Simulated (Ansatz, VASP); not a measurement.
Two plane-wave programs on HCl

```
H Cl
1.0
     0.00000    2.81962    2.77856
     2.81962    0.00000    2.77856
     2.81962    2.81962    0.00000
H Cl
1 1
Direct
  0.00000 0.00000 0.00000
  0.50000 0.50000 0.50000
```

Change from the starting cell: strain +0.030 along x and y, +0.015 along z, atoms carried along.

Alike in both runs: task single point; functional r2SCAN; k mesh 16 × 16 × 16; occupations gaussian, width 0.15 eV; no spin polarisation.

```csv
,VASP,Ansatz
version,VASP 6.6.1,Ansatz 0.2.0
potentials or method,"VASP PAW PBE potentials, release 64 (H, Cl), cutoff 520 eV","scalar-relativistic, plane waves, PAW"
valence electrons in the cell,8,8
```

|  | VASP | Ansatz | Ansatz less VASP |
| --- | --- | --- | --- |
| pressure (GPa) | -9.6 | -9.5 | +0.07 |
| traceless stress, the component that is largest in VASP (GPa) | -0.76 | -0.76 | +0.002 |

VASP's potentials were made for PBE, not for r2SCAN. With one functional, cell and mesh, what is left measures potentials, basis and numerics.
